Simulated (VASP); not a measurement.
Here is a VASP 6.6.1 calculation.

File INCAR:

```
  PREC = Accurate
  ENCUT = 520
  EDIFF = 1E-7
  ISMEAR = 0
  SIGMA = 0.2
  LREAL = F
  LASPH = T
  NELM = 80
  ALGO = Normal
  ISIF = 2
  LWAVE = F
  LCHARG = T
  GGA = PE
  LELF = T
  LVHAR = T
  NBANDS = 58
```

Contents of KPOINTS:

```
Automatic mesh
0
Gamma
  3 3 3
```

POSCAR

```
AgO2
1.0
    5.3747580626      0.0000000000      0.0000000000
    0.0000000000      5.3747580626      0.0000000000
    0.0000000000      0.0000000000      5.3747580626
Ag O
4 8
Direct
    0.5000000000      0.5000000000      0.0000000000
    0.0000000000      0.5000000000      0.5000000000
    0.0000000000      0.0000000000      0.0000000000
    0.5000000000      0.0000000000      0.5000000000
    0.9251127688      0.0748872312      0.5748872312
    0.0748872312      0.9251127688      0.4251127688
    0.5748872312      0.5748872312      0.5748872312
    0.4251127688      0.4251127688      0.4251127688
    0.5748872312      0.9251127688      0.0748872312
    0.4251127688      0.0748872312      0.9251127688
    0.0748872312      0.5748872312      0.9251127688
    0.9251127688      0.4251127688      0.0748872312
```

Potentials or basis: VASP PAW PBE potentials, release 64 (Ag, O).

Run with:

```console
$ cat potpaw_PBE.64/Ag/POTCAR potpaw_PBE.64/O/POTCAR > POTCAR
$ mpirun -np 1 vasp_std > vasp.out
```

Task: Estimate the pressure.

Result: 0.7 GPa.

Task: Predict the largest force.

Result: 0.295 eV/Å.

Task: Estimate the band gap on the k mesh.

Result: Zero (band 46 reaches 4.93 eV, above the bottom of band 47 at 3.79 eV).

Forces in eV/Å, atoms in the order of the input:
```
Ag   0.000  0.000  0.000
Ag   0.000  0.000  0.000
Ag   0.000  0.000  0.000
Ag   0.000  0.000  0.000
O   -0.171  0.171  0.171
O    0.171 -0.171 -0.171
O    0.171  0.171  0.171
O   -0.171 -0.171 -0.171
O    0.171 -0.171  0.171
O   -0.171  0.171 -0.171
O    0.171  0.171 -0.171
O   -0.171 -0.171  0.171
```

Caveat: the k points lie up to 0.39 Å⁻¹ apart.
